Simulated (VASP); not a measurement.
# MgO (P6_3mc) in VASP: further runs

Runs on MgO. Level: PBEsol. Tasks: relaxation of cell and atoms.

All numbers are computed with VASP 6.6.1; they aren't measurements. Logs are shortened: lines on timing, memory, paths and dates and some standing lists are left out, and cuts for length are marked.

## (1) The cell of the first run

It takes space group P6_3mc (No. 186, hexagonal). The conventional cell has a = 3.308 Å, b = 3.308 Å, c = 4.983 Å, α = 90.00°, β = 90.00°, γ = 120.00°. Within 2.6 Å of Mg (site symmetry 3m) lie 4 O at 1.97 to 1.99 Å. O (site symmetry 3m) has 4 Mg at 1.97 to 1.99 Å within 2.6 Å.

## (2) Relaxation of cell and atoms, PBEsol, target pressure 6 GPa, at which the enthalpy is minimised

Input file INCAR:

```
SYSTEM = MgO
PREC     = Accurate       ! precision mode
ENCUT    = 600            ! plane-wave cutoff, eV
EDIFF    = 1E-7           ! SCF threshold, eV
ISMEAR   = -1             ! smearing method
SIGMA    = 0.02           ! smearing width, eV
LREAL    = .FALSE.        ! projectors in reciprocal space
LASPH    = .TRUE.         ! aspherical terms in the spheres
NELM     = 80             ! most SCF steps
ALGO     = Normal         ! electronic algorithm
ISIF     = 3              ! what is computed and relaxed
LWAVE    = .FALSE.        ! write WAVECAR
LCHARG   = .FALSE.        ! write CHGCAR
GGA      = PS             ! functional
IBRION   = 2              ! ionic algorithm
NSW      = 80             ! ionic steps
EDIFFG   = -0.01          ! ionic threshold
PSTRESS  = 60.0
```

Input file KPOINTS:

```
Automatic mesh
0
G
  6 6 4
  0 0 0
```

Input file POSCAR:

```
MgO
1.0
    3.3077869900      0.0000000000      0.0000000000
   -1.6538934900      2.8646275600      0.0000000000
    0.0000000000      0.0000000000      4.9828816700
Mg O
2 2
Direct
    0.3333333300      0.6666666700      0.0021597400
    0.6666666700      0.3333333300      0.5021597400
    0.3333333300      0.6666666700      0.4024402600
    0.6666666700      0.3333333300      0.9024402600
```

Potentials or basis: VASP PAW PBE potentials, release 64 (Mg, O).

Run with:

```sh
$ cat potpaw_PBE.64/Mg/POTCAR potpaw_PBE.64/O/POTCAR > POTCAR
$ mpirun -np 1 vasp_std > vasp.out
```

OUTCAR:

```text
SYSTEM = MgO
   PREC = Accurate
   ENCUT = 600
   EDIFF = 1E-7
   ISMEAR = -1
   LREAL = .FALSE.
   LASPH = .TRUE.
   NELM = 80
   ISIF = 3
   GGA = PS
   IBRION = 2
   NSW = 80
   EDIFFG = -0.01
   PSTRESS = 60.0

 ion  position               nearest neighbor table
   1  0.333  0.667  0.002-   4 1.97   4 1.97   4 1.97   3 1.99   2 3.14   2 3.14   2 3.14   2 3.14
                             2 3.14   2 3.14
   2  0.667  0.333  0.502-   3 1.97   3 1.97   3 1.97   4 1.99   1 3.14   1 3.14   1 3.14   1 3.14
                             1 3.14   1 3.14
   3  0.333  0.667  0.402-   2 1.97   2 1.97   2 1.97   1 1.99
   4  0.667  0.333  0.902-   1 1.97   1 1.97   1 1.97   2 1.99

  LATTYP: Found a hexagonal cell.
 ALAT       =     3.3077869900
 C/A-ratio  =     1.5064094771

  Lattice vectors:

 A1 = (   3.3077869900,   0.0000000000,   0.0000000000)
 A2 = (  -1.6538934900,   2.8646275600,   0.0000000000)
 A3 = (   0.0000000000,   0.0000000000,   4.9828816700)

Analysis of symmetry for initial positions (statically):
=====================================================================
 Subroutine PRICEL returns:
 Original cell was already a primitive cell.

 Routine SETGRP: Setting up the symmetry group for a
 hexagonal supercell.

 Subroutine GETGRP returns: Found 12 space group operations
 (whereof  6 operations were pure point group operations)
 out of a pool of 24 trial point group operations.

The static configuration has the point symmetry C_3v.
 The point group associated with its full space group is C_6v.

Analysis of symmetry for dynamics (positions and initial velocities):
=====================================================================
 Subroutine PRICEL returns:
 Original cell was already a primitive cell.

 Routine SETGRP: Setting up the symmetry group for a
 hexagonal supercell.

 Subroutine GETGRP returns: Found 12 space group operations
 (whereof  6 operations were pure point group operations)
 out of a pool of 24 trial point group operations.

The dynamic configuration has the point symmetry C_3v.
 The point group associated with its full space group is C_6v.

 Subroutine INISYM returns: Found 12 space group operations
 (whereof  6 operations are pure point group operations),
 and found     1 'primitive' translations

----------------------------------------------------------------------------------------

                                     Primitive cell

  volume of cell :      47.2157

  direct lattice vectors                    reciprocal lattice vectors
     3.307786990  0.000000000  0.000000000     0.302316928  0.174542759  0.000000000
    -1.653893490  2.864627560  0.000000000     0.000000000  0.349085520  0.000000000
     0.000000000  0.000000000  4.982881670     0.000000000  0.000000000  0.200687086

  length of vectors
     3.307786990  3.307786984  4.982881670     0.349085519  0.349085520  0.200687086

  position of ions in fractional coordinates (direct lattice)
     0.333333330  0.666666670  0.002159740
     0.666666670  0.333333330  0.502159740
     0.333333330  0.666666670  0.402440260
     0.666666670  0.333333330  0.902440260

  ion indices of the primitive-cell ions
   primitive index   ion index
                 1           1
                 2           2
                 3           3
                 4           4

----------------------------------------------------------------------------------------

 KPOINTS: Automatic mesh

Automatic generation of k-mesh.
 Grid dimensions read from file:
 generate k-points for:    6    6    4

 Generating k-lattice:

  Cartesian coordinates                     Fractional coordinates (reciprocal lattice)
     0.050386155  0.029090460  0.000000000     0.166666667 -0.000000000  0.000000000
     0.000000000  0.058180920  0.000000000     0.000000000  0.166666667  0.000000000
     0.000000000  0.000000000  0.050171771     0.000000000  0.000000000  0.250000000

  Length of vectors
     0.058180920  0.058180920  0.050171771

  Shift w.r.t. Gamma in fractional coordinates (k-lattice)
     0.000000000  0.000000000  0.000000000

 Subroutine IBZKPT returns following result:
 ===========================================

 Found     21 irreducible k-points:

 Following reciprocal coordinates:
            Coordinates               Weight
  0.000000  0.000000  0.000000      1.000000
  0.166667  0.000000  0.000000      6.000000
  0.333333  0.000000  0.000000      6.000000
  0.500000  0.000000  0.000000      3.000000
  0.166667  0.166667  0.000000      6.000000
  0.333333  0.166667  0.000000     12.000000
[... 13 lines left out ...]
  0.333333  0.166667  0.500000     12.000000
  0.333333  0.333333  0.500000      2.000000
   k-points           NKPTS =     21   k-points in BZ     NKDIM =     21   number of bands    NBANDS=     12
   number of dos      NEDOS =    301   number of ions     NIONS =      4
   total plane-waves  NPLWV =  31360
   dimension x,y,z NGX =    28 NGY =   28 NGZ =   40
[... 16 lines left out ...]
   EDIFFG = -.1E-01   stopping-criterion for IOM
   NSW    =     80    number of steps for IOM
   IBRION =      2    ionic relax: 0-MD 1-quasi-New 2-CG
   NFREE  =      1    steps in history (QN), initial steepest desc. (CG)
   ISIF   =      3    stress and relaxation
   ISYM   =      2    0-nonsym 1-usesym 2-fastsym
   POTIM  = 0.5000    time-step for ionic-motion
   TEBEG  =    0.0;   TEEND  =   0.0 temperature during run
   PSTRESS=   60.0 pullay stress
   NELECT =      16.0000    total number of electrons
   NUPDOWN=      -1.0000    fix difference up-down
   EMIN   =  10.00;   EMAX   =-10.00  energy-range for DOS
   EFERMI =   0.00;   METHOD = LEGACY
   ISMEAR =    -1;   SIGMA  =   0.02  broadening in eV -4-tet -1-fermi 0-gaus
   EFERMI_NEDOS =   21; number of points for ismear=-14 and -15
   IALGO  =     38    algorithm
   IMIX   =      4    mixing-type and parameters
     AMIX     =   0.40;   BMIX     =  1.00
     AMIX_MAG =   1.60;   BMIX_MAG =  1.00
  volume/ion in A,a.u.               =      11.80        79.66
  Fermi-wavevector in a.u.,A,eV,Ry     =   1.141351  2.156842 17.724080  1.302683
  Thomas-Fermi vector in A             =   2.278052
   LORBIT       =      0    0 simple, 1 ext, 2 COOP (PROOUT), +10 PAW based schemes
   GGA     = PS    functional components
   LHFCALC =     F    Hartree Fock is set to
   AEXX    =    0.0000 exact exchange contribution
   IVDW    =     0    specifies the selected vdW correction
   LEPSILON=     F    determine dielectric tensor
   LRPA    =     F    only Hartree local field effects (RPA)
 conjugate gradient relaxation of ions
 non-spin polarized calculation
  energy-cutoff  :      600.00
  volume of cell :       47.22
 maximum number of plane-waves:      1610
 NGX is ok and might be reduce to    28
   NGX = 13   NGY = 13   NGZ = 19

--------------------------------------- Ionic step        1  -------------------------------------------

 number of electron      15.9999997 magnetization

 Free energy of the ion-electron system (eV)
  ---------------------------------------------------
  ext. energy  EPLUGINS =         0.00000000
  ---------------------------------------------------
  free energy    TOTEN  =       -24.55549187 eV

  energy without entropy =      -24.55549187  energy(sigma->0) =      -24.55549187

 E-fermi :   1.4861     XC(G=0):  -9.9791

 val. band max:        1.0313513542   @ k =   0.0000   0.0000   0.0000
 cond. band min:       4.3762246245   @ k =   0.0000   0.0000   0.0000
 fundamental gap:      3.3448732702
 Fermi energy:         1.4860791741

 k-point     1 :       0.0000    0.0000    0.0000
  band No.  band energies     occupation
      1     -15.1665      2.00000
      2     -14.3357      2.00000
      3      -2.3047      2.00000
      4       0.2357      2.00000
      5       0.2357      2.00000
      6       0.5811      2.00000
      7       0.5811      2.00000
      8       1.0314      2.00000
      9       4.3762      0.00000
     10       9.4348      0.00000
     11      11.2500      0.00000
     12      14.9822      0.00000
[... 409 lines left out ...]
  FREE ENERGIE OF THE ION-ELECTRON SYSTEM (eV)
  ---------------------------------------------------
  free  energy   TOTEN  =       -24.5186188242 eV

  energy  without entropy=      -24.5186188242  energy(sigma->0) =      -24.51861882

  enthalpy is  TOTEN    =       -22.8283544012 eV   P V=        1.6902644230

[... ionic steps 4 to 20 ...]

--------------------------------------- Ionic step       21  -------------------------------------------

 number of electron      16.0000001 magnetization

------------------------ aborting loop because EDIFF is reached ----------------------------------------

  FORCE on cell =-STRESS in cart. coord.  units (eV):
  Direction    XX          YY          ZZ          XY          YZ          ZX
  --------------------------------------------------------------------------------------
  -------------------------------------------------------------------------------------
  Total        1.6628393      1.6628393      1.5523742      0.0000000      0.0000000     -0.0000000
  in kB       62.9117629     62.9117621     58.7324330      0.0000005      0.0000000     -0.0000000
  external PRESSURE =       1.5186527 kB  Pullay stress =      60.0000000 kB
[... 65 lines left out ...]
  enthalpy is  TOTEN    =       -23.1490998724 eV   P V=        1.5868410882

--------------------------------------- Ionic step       23  -------------------------------------------

 number of electron      16.0000001 magnetization

 Free energy of the ion-electron system (eV)
  ---------------------------------------------------
  ext. energy  EPLUGINS =         0.00000000
  ---------------------------------------------------
  free energy    TOTEN  =       -24.73636947 eV

  energy without entropy =      -24.73636947  energy(sigma->0) =      -24.73636947

 E-fermi :   2.5757     XC(G=0): -10.4822

 val. band max:        2.1360369739   @ k =   0.0000   0.0000   0.0000
 cond. band min:       5.6346092012   @ k =   0.0000   0.0000   0.0000
 fundamental gap:      3.4985722272
 Fermi energy:         2.5757066962

 k-point     1 :       0.0000    0.0000    0.0000
  band No.  band energies     occupation
      1     -14.9087      2.00000
      2     -13.3841      2.00000
      3      -1.7076      2.00000
      4       0.3074      2.00000
      5       0.3074      2.00000
      6       1.2650      2.00000
      7       1.2650      2.00000
      8       2.1360      2.00000
      9       5.6346      0.00000
     10      11.8109      0.00000
     11      14.5004      0.00000
     12      14.8220      0.00000
[... 329 lines left out ...]
  FREE ENERGIE OF THE ION-ELECTRON SYSTEM (eV)
  ---------------------------------------------------
  free  energy   TOTEN  =       -24.7363694670 eV

  energy  without entropy=      -24.7363694670  energy(sigma->0) =      -24.73636947

  enthalpy is  TOTEN    =       -23.1491275346 eV   P V=        1.5872419324

 reached required accuracy - stopping structural energy minimisation
```

It took 2.5 min on 1 thread of Intel Xeon Platinum 8559C (Emerald Rapids), shared host; peak memory 0.18 GiB.

What came out:

```
Free energy                                                : -24.7364 eV
Relaxed volume                                             : 10.60 Å³/atom
Relaxed cell                                               : a = 3.439 Å, b = 3.439 Å, c = 4.137 Å, α = 90.00°, β = 90.00°, γ = 120.00°
Space group after relaxing (to 0.1 Å)                      : P6_3/mmc (No. 194)
Energy change on relaxing (the run minimises the enthalpy) : -45.2 meV/atom
Ionic steps                                                : 23
Pressure after relaxing                                    : 6.0 GPa
Band gap on the k mesh                                     : 3.50 eV
```

The path:
```
step  energy change (eV)  largest force (eV/Å)  pressure (GPa)  volume (Å³)
   1              0.0000                0.0099           -0.09        47.22
   2              0.0802                0.0636            9.16        44.22
   3              0.0369                0.0393            6.00        45.14
   4              0.0369                0.0471            6.00        45.11
   5              0.0373                0.0724            5.99        45.05
   6              0.0382                0.1312            5.96        44.92
   7              0.0392                0.2803            5.85        44.63
   8              0.0250                0.6734            5.67        43.95
   9              0.0138                1.2655            9.59        42.18
  10             -0.0040                1.2850            8.20        42.51
  11              0.0082                1.2817            9.21        42.26
  12             -0.0067                1.2192            8.90        42.30
  13             -0.0472                1.0434            8.04        42.40
  14             -0.1112                0.7409            6.48        42.61
  15             -0.1846                0.3009            4.06        43.02
  16             -0.1994                0.1623            3.24        43.20
  17             -0.2030                0.1143            2.94        43.27
  18             -0.1991                0.0992            3.67        43.05
  19             -0.1832                0.0559            5.73        42.47
  20             -0.1787                0.0460            6.19        42.34
  21             -0.1792                0.0372            6.15        42.35
  22             -0.1804                0.0104            6.06        42.37
  23             -0.1809                0.0011            6.02        42.38
```

Final structure:
```yaml
crystal:
  lattice:
    - [3.43946, 0.00000, 0.00000]
    - [-1.71973, 2.97866, 0.00000]
    - [0.00000, 0.00000, 4.13705]
  atoms:
    - { symbol: Mg, position: [0.33333, 0.66667, 0.95228] }
    - { symbol: Mg, position: [0.66667, 0.33333, 0.45228] }
    - { symbol: O, position: [0.33333, 0.66667, 0.45232] }
    - { symbol: O, position: [0.66667, 0.33333, 0.95232] }
```

Levels at points of the mesh, in eV from the valence-band top:
| k point | band 5 | band 6 | band 7 | band 8 | band 9 | band 10 | band 11 | band 12 |
| --- | --- | --- | --- | --- | --- | --- | --- | --- |
| (0.00, 0.00, 0.00) | -1.83 | -0.87 | -0.87 | 0.00 | 3.50 | 9.67 | 12.36 | 12.69 |
| (0.50, 0.00, 0.00) | -2.46 | -2.06 | -1.38 | -0.56 | 6.96 | 9.38 | 9.76 | 12.48 |
| (0.00, 0.00, 0.50) | -1.37 | -1.37 | -1.37 | -1.37 | 6.55 | 6.55 | 13.04 | 13.04 |
| (0.50, 0.00, 0.50) | -1.63 | -1.63 | -0.89 | -0.89 | 7.30 | 7.30 | 12.30 | 12.30 |

Caveat: the cell is relaxed towards a set pressure, so the run minimises the enthalpy, not the energy; a cell axis changed by over 15 % at a fixed basis, so the end point is rough; the PAW data sets were made with another functional, which shifts forces and pressure a little.

## (3) Relaxation of cell and atoms, PBEsol, target pressure 8 GPa, at which the enthalpy is minimised

Input file INCAR:

```
  ALGO = Normal
  EDIFF = 1E-6
  EDIFFG = -0.01
  ENCUT = 600
  GGA = PS
  IBRION = 2
  ISIF = 3
  ISMEAR = -1
  LASPH = T
  LCHARG = F
  LREAL = F
  LWAVE = F
  NELM = 80
  NSW = 80
  PREC = Accurate
  PSTRESS = 80.0
  SIGMA = 0.02
```

Input file KPOINTS:

```
k-points
0
Gamma
  6 6 4
```

POSCAR is that of step 2.

Potentials or basis: VASP PAW PBE potentials, release 64 (Mg, O).

Run with:

```sh
$ cat potpaw_PBE.64/Mg/POTCAR potpaw_PBE.64/O/POTCAR > POTCAR
$ mpirun -np 1 vasp_std > vasp.out
```

It took 2.9 min on 1 thread of Intel Xeon Platinum 8559C (Emerald Rapids), shared host; peak memory 0.19 GiB.

It converged, with:

| Item | Value |
| --- | --- |
| Free energy | -24.7128 eV |
| Relaxed volume | 10.46 Å³/atom |
| Relaxed cell | a = 3.424 Å, b = 3.424 Å, c = 4.122 Å, α = 90.00°, β = 90.00°, γ = 120.00° |
| Space group after relaxing (to 0.1 Å) | P6_3/mmc (No. 194) |
| Energy change on relaxing (the run minimises the enthalpy) | -39.3 meV/atom |
| Ionic steps | 29 |
| Pressure after relaxing | 8.1 GPa |
| Largest force after relaxing | 0.010 eV/Å |
| Band gap on the k mesh | 3.56 eV |

Forces in eV/Å, atoms in the order of the input:
```
Mg   0.000  0.000 -0.010
Mg   0.000  0.000 -0.010
O    0.000  0.000  0.010
O    0.000  0.000  0.010
```

The path:
```
step  energy change (eV)  largest force (eV/Å)  pressure (GPa)  volume (Å³)
   1              0.0000                0.0095           -0.15        47.22
   2              0.1480                0.0900           12.94        43.23
   3              0.0623                0.0532            7.97        44.55
   4              0.0649                0.0546            8.14        44.50
   5              0.0650                0.0661            8.16        44.47
   6              0.0655                0.1046            8.17        44.38
   7              0.0667                0.1986            8.12        44.19
   8              0.0641                0.4400            7.99        43.76
   9              0.0258                1.0344            8.33        42.73
  10              0.8584                0.4088           29.84        39.87
  11              0.1128                1.5066           10.06        42.50
  12              0.1804                1.7409           14.73        41.30
  13              0.1372                1.7775           12.58        41.72
  14              0.1540                1.7819           13.53        41.52
  15              0.1631                1.7740           13.97        41.43
  16              0.1409                1.6922           13.51        41.48
  17              0.0799                1.4625           12.27        41.61
  18             -0.0191                1.0665           10.13        41.88
  19             -0.1428                0.4864            6.64        42.41
  20             -0.2029                0.0894            2.30        43.46
  21             -0.2003                0.0600            3.63        43.05
  22             -0.1944                0.1296            4.24        42.91
  23             -0.1891                0.1146            4.95        42.70
  24             -0.1688                0.0710            7.11        42.11
  25             -0.1014                0.0231           11.83        40.95
  26             -0.1558                0.0498            8.15        41.83
  27             -0.1547                0.0481            8.27        41.80
  28             -0.1554                0.0381            8.22        41.82
  29             -0.1573                0.0100            8.08        41.85
```

Final structure:
```
Mg O
1.0
     3.42400    0.00000    0.00000
    -1.71200    2.96527    0.00000
     0.00000    0.00000    4.12170
Mg O
2 2
Direct
  0.33333 0.66667 0.95249
  0.66667 0.33333 0.45249
  0.33333 0.66667 0.45211
  0.66667 0.33333 0.95211
```

Levels at points of the mesh, in eV from the valence-band top:
| k point | band 5 | band 6 | band 7 | band 8 | band 9 | band 10 | band 11 | band 12 |
| --- | --- | --- | --- | --- | --- | --- | --- | --- |
| (0.00, 0.00, 0.00) | -1.85 | -0.89 | -0.89 | 0.00 | 3.56 | 9.78 | 12.46 | 12.78 |
| (0.50, 0.00, 0.00) | -2.49 | -2.08 | -1.40 | -0.57 | 6.99 | 9.51 | 9.79 | 12.64 |
| (0.00, 0.00, 0.50) | -1.39 | -1.39 | -1.39 | -1.39 | 6.61 | 6.61 | 13.13 | 13.13 |
| (0.50, 0.00, 0.50) | -1.65 | -1.65 | -0.91 | -0.91 | 7.34 | 7.34 | 12.44 | 12.44 |

Caveat: the cell is relaxed towards a set pressure, so the run minimises the enthalpy, not the energy; a cell axis changed by over 15 % at a fixed basis, so the end point is rough; the PAW data sets were made with another functional, which shifts forces and pressure a little.
